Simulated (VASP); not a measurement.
CoSi2 (MoSi2 type), 3 atoms in the cell. It takes space group I4/mmm (No. 139, tetragonal). The conventional cell has a = 2.813 Å, b = 2.813 Å, c = 6.572 Å, α = 90.00°, β = 90.00°, γ = 90.00°. Co (site symmetry 4/mmm) has 10 Si at 2.20 to 2.26 Å and 4 Co at 2.81 Å within 2.9 Å. Within 2.9 Å of Si (site symmetry 4mm) lie 9 Si at 2.16 to 2.81 Å and 5 Co at 2.20 to 2.26 Å. 

| Quantity | Value |
| --- | --- |
| Program | VASP 6.6.1 |
| Task | single point |
| Functional | PBE |
| Potentials or basis | VASP PAW PBE potentials, release 64 (Co_sv, Si) |
| Cutoff | 690 eV |
| k mesh | 14 × 14 × 14 |
| Occupations | fermi-dirac, width 0.05 eV |
| Spin | no spin polarisation |
| Dipole correction | no |
| Further INCAR settings | ALGO = Normal; EDIFF = 1e-06; NBANDS = 20 |

Potentials or basis: VASP PAW PBE potentials, release 64 (Co_sv, Si).

Launch:

```sh
$ cat potpaw_PBE.64/Co_sv/POTCAR potpaw_PBE.64/Si/POTCAR > POTCAR
$ mpirun -np 1 vasp_std > vasp.out
```

Hardware: 1 thread of Intel(R) Xeon(R) 6975P-C (Granite Rapids), on a shared host.

Problem. Estimate the wall time of this run.

Solution. Run time: 2 min on 1 thread of Intel(R) Xeon(R) 6975P-C (Granite Rapids), with other jobs on the host, peak memory 0.33 GiB. Counts: scf iterations 13, k points 244.
